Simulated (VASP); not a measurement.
Wanted: the native input for a VASP 6.6.1 run.

```
Task                   : relaxation of cell and atoms
Functional             : LDA
Potentials or basis    : VASP PAW LDA potentials, release 64 (Sc_sv)
Cutoff                 : 600 eV
k mesh                 : 7 × 7 × 4
Occupations            : fermi-dirac, width 0.02 eV
Spin                   : no spin polarisation
Dipole correction      : no
Further INCAR settings : ALGO = Normal; EDIFF = 1e-06; IBRION = 2; EDIFFG = -0.01; NSW = 60; ISIF = 3
```

The structure of Sc lies in POSCAR:

```
Sc
1.0
    3.3090000000      0.0000000000      0.0000000000
   -1.6545000000      2.8656780600      0.0000000000
    0.0000000000      0.0000000000      5.2733000000
Sc
2
Direct
    0.3333333333      0.6666666667      0.2500000000
    0.6666666667      0.3333333333      0.7500000000
```

One way to write it, as run:

INCAR

```
SYSTEM = Sc
PREC     = Accurate       ! precision mode
ENCUT    = 600            ! plane-wave cutoff, eV
EDIFF    = 1E-6           ! SCF threshold, eV
ISMEAR   = -1             ! smearing method
SIGMA    = 0.02           ! smearing width, eV
LREAL    = .FALSE.        ! projectors in reciprocal space
LASPH    = .TRUE.         ! aspherical terms in the spheres
NELM     = 80             ! most SCF steps
ALGO     = Normal         ! electronic algorithm
ISIF     = 3              ! what is computed and relaxed
LWAVE    = .FALSE.        ! write WAVECAR
LCHARG   = .FALSE.        ! write CHGCAR
IBRION   = 2              ! ionic algorithm
NSW      = 60             ! ionic steps
EDIFFG   = -0.01          ! ionic threshold
```

KPOINTS

```
regular mesh
0
G
  7 7 4
  0 0 0
```

Potentials or basis: VASP PAW LDA potentials, release 64 (Sc_sv).

Command:

```sh
$ cat potpaw_LDA.64/Sc_sv/POTCAR > POTCAR
$ mpirun -np 1 vasp_std > vasp.out
```

Results of the run:

```
Relaxed volume                        : 22.56 Å³/atom
Relaxed cell                          : a = 3.230 Å, b = 3.230 Å, c = 4.994 Å, α = 90.00°, β = 90.00°, γ = 120.00°
Space group after relaxing (to 0.1 Å) : P6_3/mmc (No. 194)
Energy gained by relaxing             : 48.3 meV/atom
Ionic steps                           : 7
Pressure after relaxing               : 0.0 GPa
Band gap on the k mesh                : zero (bands 11 and 12 overlap by 1.55 eV)
```

Run time: 54 s on 1 thread of AMD EPYC 9R45 96-Core Processor (Zen 5), with other jobs on the host, peak memory 0.14 GiB.
